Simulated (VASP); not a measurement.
# HfN in VASP: further runs

HfN is run at these levels: PBE+D3(BJ); tasks: single point.

Program: VASP 6.6.1. These are calculated values, not measurements. Logs are shortened: lines on timing, memory, paths and dates and some standing lists are left out, and cuts for length are marked.

## Step 1: The cell of the first run

The cell holds a slab with vacuum, 24 atoms: a = 6.388 Å, b = 6.388 Å, c = 22.520 Å, α = 90.00°, β = 90.00°, γ = 120.00°.

## Step 2: Single point, PBE+D3(BJ)

INCAR reads:

```
  PREC = Accurate
  ENCUT = 520
  EDIFF = 1E-6
  ISMEAR = 0
  SIGMA = 0.1
  LREAL = Auto
  LASPH = T
  NELM = 80
  ALGO = Normal
  ISIF = 2
  LWAVE = F
  LCHARG = T
  LDIPOL = T
  IDIPOL = 3
  DIPOL = 0.5 0.5 0.500
  GGA = PE
  IVDW = 12
  LELF = T
  LVHAR = T
  LVACPOTAV = T
  NBANDS = 108
```

KPOINTS reads:

```
regular mesh
0
Gamma
  4 4 1
```

POSCAR reads:

```
HfN
1.0
    6.3878118647      0.0000000000      0.0000000000
   -3.1939059323      5.5320073494      0.0000000000
    0.0000000000      0.0000000000     22.5195331839
N Hf
12 12
Direct
    0.1666666667      0.3333333333      0.3552471508
    0.1666666667      0.8333333333      0.3552471508
    0.6666666667      0.3333333333      0.3552471508
    0.6666666667      0.8333333333      0.3552471508
    0.5000000000      0.5000000000      0.4710494302
    0.5000000000      0.0000000000      0.4710494302
    0.0000000000      0.5000000000      0.4710494302
    0.0000000000      0.0000000000      0.4710494302
    0.8333333333      0.6666666667      0.5869117409
    0.8333333333      0.1666666667      0.5869117409
    0.3333333333      0.6666666667      0.5869117409
    0.3333333333      0.1666666667      0.5869117409
    0.3333333333      0.1666666667      0.4131482905
    0.3333333333      0.6666666667      0.4131482905
    0.8333333333      0.1666666667      0.4131482905
    0.8333333333      0.6666666667      0.4131482905
    0.6666666667      0.3333333333      0.5312809441
    0.6666666667      0.8333333333      0.5312809441
    0.1666666667      0.3333333333      0.5312809441
    0.1666666667      0.8333333333      0.5312809441
    0.0000000000      0.5000000000      0.6451670343
    0.0000000000      0.0000000000      0.6451670343
    0.5000000000      0.5000000000      0.6451670343
    0.5000000000      0.0000000000      0.6451670343
```

Potentials or basis: VASP PAW PBE potentials, release 64 (N, Hf_pv).

Started as:

```bash
$ cat potpaw_PBE.64/N/POTCAR potpaw_PBE.64/Hf_pv/POTCAR > POTCAR
$ mpirun -np 1 vasp_std > vasp.out
```

OUTCAR:

```text
PREC = Accurate
   ENCUT = 520
   EDIFF = 1E-6
   ISMEAR = 0
   LREAL = Auto
   LASPH = T
   NELM = 80
   ISIF = 2
   GGA = PE
   IVDW = 12
 IVDW          = 12

 ion  position               nearest neighbor table
   1  0.167  0.333  0.355-  13 2.26  14 2.26  15 2.26
   2  0.167  0.833  0.355-  14 2.26  13 2.26  16 2.26
   3  0.667  0.333  0.355-  15 2.26  16 2.26  13 2.26
   4  0.667  0.833  0.355-  16 2.26  15 2.26  14 2.26
   5  0.500  0.500  0.471-  13 2.26  16 2.26  14 2.26  18 2.29  19 2.29  17 2.29
   6  0.500  0.000  0.471-  14 2.26  15 2.26  13 2.26  17 2.29  20 2.29  18 2.29
   7  0.000  0.500  0.471-  15 2.26  14 2.26  16 2.26  20 2.29  17 2.29  19 2.29
   8  0.000  0.000  0.471-  16 2.26  13 2.26  15 2.26  19 2.29  18 2.29  20 2.29
   9  0.833  0.667  0.587-  18 2.23  17 2.23  20 2.23  22 2.26  23 2.26  21 2.26
  10  0.833  0.167  0.587-  17 2.23  18 2.23  19 2.23  21 2.26  24 2.26  22 2.26
  11  0.333  0.667  0.587-  20 2.23  19 2.23  18 2.23  24 2.26  21 2.26  23 2.26
  12  0.333  0.167  0.587-  19 2.23  20 2.23  17 2.23  23 2.26  22 2.26  24 2.26
  13  0.333  0.167  0.413-   1 2.26   5 2.26   8 2.26   6 2.26   2 2.26   3 2.26  14 3.19  14 3.19
                            15 3.19  15 3.19  16 3.19  16 3.19  19 3.24  20 3.24  17 3.24
  14  0.333  0.667  0.413-   2 2.26   6 2.26   7 2.26   5 2.26   1 2.26   4 2.26  13 3.19  13 3.19
                            16 3.19  16 3.19  15 3.19  15 3.19  20 3.24  19 3.24  18 3.24
  15  0.833  0.167  0.413-   3 2.26   7 2.26   6 2.26   8 2.26   4 2.26   1 2.26  16 3.19  16 3.19
[... 26 lines left out ...]
 A1 = (   6.3878118647,   0.0000000000,   0.0000000000)
 A2 = (  -3.1939059323,   5.5320073494,   0.0000000000)
 A3 = (   0.0000000000,   0.0000000000,  22.5195331839)

Analysis of symmetry for initial positions (statically):
=====================================================================
 Subroutine PRICEL returns following result:

  LATTYP: Found a hexagonal cell.
 ALAT       =     3.1939059324
 C/A-ratio  =     7.0507816012

  Lattice vectors:

 A1 = (   3.1939059323,   0.0000000000,   0.0000000000)
 A2 = (  -1.5969529662,   2.7660036747,   0.0000000000)
 A3 = (   0.0000000000,   0.0000000000,  22.5195331839)

   4 primitive cells build up your supercell.

 Routine SETGRP: Setting up the symmetry group for a
 hexagonal supercell.

 Subroutine GETGRP returns: Found  6 space group operations
 (whereof  6 operations were pure point group operations)
 out of a pool of 24 trial point group operations.

The static configuration has the point symmetry C_3v.

Analysis of symmetry for dynamics (positions and initial velocities):
=====================================================================
 Subroutine PRICEL returns following result:

  LATTYP: Found a hexagonal cell.
 ALAT       =     3.1939059324
 C/A-ratio  =     7.0507816012

  Lattice vectors:

 A1 = (   3.1939059323,   0.0000000000,   0.0000000000)
 A2 = (  -1.5969529662,   2.7660036747,   0.0000000000)
 A3 = (   0.0000000000,   0.0000000000,  22.5195331839)

   4 primitive cells build up your supercell.

 Routine SETGRP: Setting up the symmetry group for a
 hexagonal supercell.

 Subroutine GETGRP returns: Found  6 space group operations
 (whereof  6 operations were pure point group operations)
 out of a pool of 24 trial point group operations.

The dynamic configuration has the point symmetry C_3v.

 Subroutine INISYM returns: Found  6 space group operations
 (whereof  6 operations are pure point group operations),
 and found     4 'primitive' translations

----------------------------------------------------------------------------------------

                                     Primitive cell

  volume of cell :     198.9456

  direct lattice vectors                    reciprocal lattice vectors
     3.193905932  0.000000000  0.000000000     0.313096259  0.180766210  0.000000000
    -1.596952966  2.766003675  0.000000000     0.000000000  0.361532419  0.000000000
     0.000000000  0.000000000 22.519533184     0.000000000  0.000000000  0.044405894

  length of vectors
     3.193905932  3.193905932 22.519533184     0.361532419  0.361532419  0.044405894

  position of ions in fractional coordinates (direct lattice)
     0.333333333  0.666666667  0.355247151
     0.000000000  1.000000000  0.471049430
     0.666666667  0.333333333  0.586911741
     0.666666667  0.333333333  0.413148290
     0.333333333  0.666666667  0.531280944
     0.000000000  1.000000000  0.645167034

  ion indices of the primitive-cell ions
   primitive index   ion index
                 1           1
                 2           7
                 3          12
                 4          13
                 5          19
                 6          21

----------------------------------------------------------------------------------------

 KPOINTS: regular mesh

Automatic generation of k-mesh.
 Grid dimensions read from file:
 generate k-points for:    4    4    1

 Generating k-lattice:

  Cartesian coordinates                     Fractional coordinates (reciprocal lattice)
     0.039137032  0.022595776  0.000000000     0.250000000  0.000000000  0.000000000
     0.000000000  0.045191552  0.000000000     0.000000000  0.250000000  0.000000000
     0.000000000  0.000000000  0.044405894     0.000000000  0.000000000  1.000000000

  Length of vectors
     0.045191552  0.045191552  0.044405894

  Shift w.r.t. Gamma in fractional coordinates (k-lattice)
     0.000000000  0.000000000  0.000000000

 Subroutine IBZKPT returns following result:
 ===========================================

 Found      4 irreducible k-points:

 Following reciprocal coordinates:
            Coordinates               Weight
  0.000000  0.000000  0.000000      1.000000
  0.250000 -0.000000  0.000000      6.000000
  0.500000 -0.000000  0.000000      3.000000
  0.250000  0.250000  0.000000      6.000000
   k-points           NKPTS =      4   k-points in BZ     NKDIM =      4   number of bands    NBANDS=    108
   number of dos      NEDOS =    301   number of ions     NIONS =     24
   total plane-waves  NPLWV = 387072
   dimension x,y,z NGX =    48 NGY =   48 NGZ =  168
   dimension x,y,z NGXF=    96 NGYF=   96 NGZF=  336
   ions per type =              12  12
   NGX,Y,Z   is equivalent  to a cutoff of  12.49, 12.49, 12.40 a.u.
   NGXF,Y,Z  is equivalent  to a cutoff of  24.98, 24.98, 24.80 a.u.
 SYSTEM =  unknown system
   PREC   = accura    normal or accurate (medium, high low for compatibility)
   ISTART =      0    job   : 0-new  1-cont  2-samecut
   ICHARG =      2    charge: 1-file 2-atom 10-const
   ISPIN  =      1    spin polarized calculation?
   LNONCOLLINEAR =      F non collinear calculations
   LSORBIT =      F    spin-orbit coupling
   LASPH  =      T    aspherical Exc in radial PAW
   ENCUT  =  520.0 eV  38.22 Ry    6.18 a.u.  11.88 11.88 41.87*2*pi/ulx,y,z
   NELM   =     80;   NELMIN=  2; NELMDL= -5     # of ELM steps
   EDIFF  = 0.1E-05   stopping-criterion for ELM
   LREAL  =      T    real-space projection
   EDIFFG = 0.1E-04   stopping-criterion for IOM
   NSW    =      0    number of steps for IOM
   IBRION =     -1    ionic relax: 0-MD 1-quasi-New 2-CG
   NFREE  =      0    steps in history (QN), initial steepest desc. (CG)
   ISIF   =      2    stress and relaxation
   ISYM   =      2    0-nonsym 1-usesym 2-fastsym
   POTIM  = 0.5000    time-step for ionic-motion
   TEBEG  =    0.0;   TEEND  =   0.0 temperature during run
   PSTRESS=    0.0 pullay stress
   NELECT =     180.0000    total number of electrons
   NUPDOWN=      -1.0000    fix difference up-down
   EMIN   =  10.00;   EMAX   =-10.00  energy-range for DOS
   EFERMI =   0.00;   METHOD = LEGACY
   ISMEAR =     0;   SIGMA  =   0.10  broadening in eV -4-tet -1-fermi 0-gaus
   EFERMI_NEDOS =   21; number of points for ismear=-14 and -15
   IALGO  =     38    algorithm
   IMIX   =      4    mixing-type and parameters
     AMIX     =   0.40;   BMIX     =  1.00
     AMIX_MAG =   1.60;   BMIX_MAG =  1.00
  volume/ion in A,a.u.               =      33.16       223.76
  Fermi-wavevector in a.u.,A,eV,Ry     =   0.997472  1.884950 13.537135  0.994951
  Thomas-Fermi vector in A             =   2.129631
   LORBIT       =      0    0 simple, 1 ext, 2 COOP (PROOUT), +10 PAW based schemes
   GGA     = PE    functional components
   LHFCALC =     F    Hartree Fock is set to
   AEXX    =    0.0000 exact exchange contribution
   IVDW    =    12    specifies the selected vdW correction
   LEPSILON=     F    determine dielectric tensor
   LRPA    =     F    only Hartree local field effects (RPA)
 non-spin polarized calculation
 Gauss-broadening in eV      SIGMA  =   0.10
  energy-cutoff  :      520.00
  volume of cell :      795.78
 maximum number of plane-waves:     21474
 NGX is ok and might be reduce to    48
   NGX = 23   NGY = 23   NGZ = 83

 dipolmoment           0.000000      0.000000      0.063658 electrons x Angstroem

 number of electron     180.0000042 magnetization

 dipolmoment           0.000000      0.000000     -0.760287 electrons x Angstroem

 Free energy of the ion-electron system (eV)
  ---------------------------------------------------
  ext. energy  EPLUGINS =         0.00000000
  ---------------------------------------------------
  free energy    TOTEN  =      -242.22148350 eV

  energy without entropy =     -242.10434419  energy(sigma->0) =     -242.16291385

 E-fermi :  -1.5989     XC(G=0):  -5.4110

 val. band max:       -1.6365552438   @ k =   0.0000   0.0000   0.0000
 cond. band min:      -1.5869598943   @ k =   0.2500  -0.0000   0.0000
 fundamental gap:      0.0495953495
 Fermi energy:        -1.5989176900

 k-point     1 :       0.0000    0.0000    0.0000
  band No.  band energies     occupation
      1     -33.2932      2.00000
      2     -33.2932      2.00000
      3     -33.2932      2.00000
      4     -33.2241      2.00000
      5     -33.0326      2.00000
      6     -33.0326      2.00000
[... 409 lines left out ...]
    101       0.7597      0.00000
    102       0.8920      0.00000
 [bands above 102 left out]

------------------------ aborting loop because EDIFF is reached ----------------------------------------

 Edisp (eV)   -6.33223

 E8    (eV) :    -3.0615

  FORCE on cell =-STRESS in cart. coord.  units (eV):
  Direction    XX          YY          ZZ          XY          YZ          ZX
  --------------------------------------------------------------------------------------
  -------------------------------------------------------------------------------------
  Total     -10.81174   -10.81174   -18.82997    -0.00000     0.00000     0.00000
  in kB     -21.76766   -21.76766   -37.91107    -0.00000     0.00000     0.00000
  external pressure =      -27.15 kB  Pullay stress =        0.00 kB

 VOLUME and BASIS-vectors are now :
 -----------------------------------------------------------------------------
  energy-cutoff  :      520.00
  volume of cell :      795.78
      direct lattice vectors                 reciprocal lattice vectors
     6.387811865  0.000000000  0.000000000     0.156548130  0.090383105  0.000000000
    -3.193905932  5.532007349  0.000000000     0.000000000  0.180766210  0.000000000
     0.000000000  0.000000000 22.519533184     0.000000000  0.000000000  0.044405894

 POSITION                                       TOTAL-FORCE (eV/Angst)
 -----------------------------------------------------------------------------------
      0.00000      1.84400      8.00000        -0.000000      0.000000      4.784933
     -1.59695      4.61001      8.00000         0.000000      0.000000      4.784933
      3.19391      1.84400      8.00000        -0.000000      0.000000      4.784933
      1.59695      4.61001      8.00000        -0.000000      0.000000      4.784933
      1.59695      2.76600     10.60781        -0.000000      0.000000      1.685414
      3.19391      0.00000     10.60781        -0.000000      0.000000      1.685414
[... 16 lines left out ...]
      1.59695      2.76600     14.52886        -0.000000      0.000000     -0.124546
      3.19391      0.00000     14.52886        -0.000000      0.000000     -0.124546
 -----------------------------------------------------------------------------------
    total drift:                               -0.000000     -0.000000     -0.000028

  FREE ENERGIE OF THE ION-ELECTRON SYSTEM (eV)
  ---------------------------------------------------
  free  energy   TOTEN  =      -248.5537167423 eV

  energy  without entropy=     -248.4365774357  energy(sigma->0) =     -248.49514709

 vacuum level on the upper side and lower side of the slab         2.894         6.787
```

Wall time 17 min (1 thread of Intel Xeon 6975P-C (Granite Rapids), shared host); peak memory 0.86 GiB.

What came out:

```
Free energy                : -248.5537 eV
Largest force              : 6.368 eV/Å
Band gap on the k mesh     : zero (bands 90 and 91 overlap by 0.41 eV)
Dispersion energy per atom : -0.264 eV
```

Forces on the atoms (eV/Å):
```
N    0.000  0.000  4.785
N    0.000  0.000  4.785
N    0.000  0.000  4.785
N    0.000  0.000  4.785
N    0.000  0.000  1.685
N    0.000  0.000  1.685
N    0.000  0.000  1.685
N    0.000  0.000  1.685
N    0.000  0.000 -0.020
N    0.000  0.000 -0.020
N    0.000  0.000 -0.020
N    0.000  0.000 -0.020
Hf   0.000  0.000 -6.368
Hf   0.000  0.000 -6.368
Hf   0.000  0.000 -6.368
Hf   0.000  0.000 -6.368
Hf   0.000  0.000  0.043
Hf   0.000  0.000  0.043
Hf   0.000  0.000  0.043
Hf   0.000  0.000  0.043
Hf   0.000  0.000 -0.125
Hf   0.000  0.000 -0.125
Hf   0.000  0.000 -0.125
Hf   0.000  0.000 -0.125
```

Levels at points of the mesh, in eV from the Fermi level:
```csv
k point,band 85,band 86,band 87,band 88,band 89,band 90,band 91,band 92,band 93,band 94
"(0.00, 0.00, 0.00)",-0.05,-0.04,-0.04,-0.04,0.25,0.29,0.29,0.29,0.80,0.80
"(0.50, 0.00, 0.00)",-0.41,-0.41,-0.27,-0.27,-0.17,-0.17,-0.12,-0.12,0.97,0.97
```

Caveat: spin-orbit coupling is left out, which moves the levels of the heavy elements.

[end of part 1 of 2]
